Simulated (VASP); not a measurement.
Write the native input for VASP 6.6.1 that does the following.

| Property | Result |
| --- | --- |
| Task | single point |
| Functional | PBE |
| Potentials or basis | VASP PAW PBE potentials, release 64 (In_d) |
| Cutoff | 520 eV |
| k mesh | 6 × 6 × 6 |
| Occupations | gaussian, width 0.1 eV |
| Spin | no spin polarisation |
| Dipole correction | no |
| Further INCAR settings | ALGO = Normal; EDIFF = 1e-06; NBANDS = 20 |

The structure of In lies in POSCAR:

```
In
1.0
    1.9481401968      1.1247592670      4.6649459336
   -1.9481401968      1.1247592670      4.6649459336
    0.0000000000     -2.2495185341      4.6649459336
In
2
Direct
    0.0577000000      0.0577000000      0.0577000000
    0.9423000000      0.9423000000      0.9423000000
```

The input as run:

INCAR

```
SYSTEM = In
  PREC = Accurate
  ENCUT = 520
  EDIFF = 1E-6
  ISMEAR = 0
  SIGMA = 0.1
  LREAL = .FALSE.
  LASPH = .TRUE.
  NELM = 100
  ALGO = Normal
  ISIF = 2
  LWAVE = .FALSE.
  LCHARG = .TRUE.
  GGA = PE
  LELF = .TRUE.
  LVHAR = .TRUE.
  NBANDS = 20
```

KPOINTS

```
regular mesh
0
G
  6 6 6
  0 0 0
```

Potentials or basis: VASP PAW PBE potentials, release 64 (In_d).

Command:

```bash
$ cat potpaw_PBE.64/In_d/POTCAR > POTCAR
$ mpirun -np 1 vasp_std > vasp.out
```

It gave:

| Item | Value |
| --- | --- |
| Pressure | 70.6 GPa |
| Largest force | 52.574 eV/Å |
| Band gap on the k mesh | zero (band 13 reaches 8.84 eV, above the bottom of band 14 at 4.88 eV) |

Caveat: spin-orbit coupling is left out, which moves the levels of the heavy elements; forces of over 1 eV/Å act on the atoms, so gaps and moduli don't describe the material at rest.

It took 81 s on 1 thread of Intel(R) Xeon(R) Platinum 8259CL CPU @ 2.50GHz (Skylake/Cascade Lake), on a shared host, peak memory 0.23 GiB.
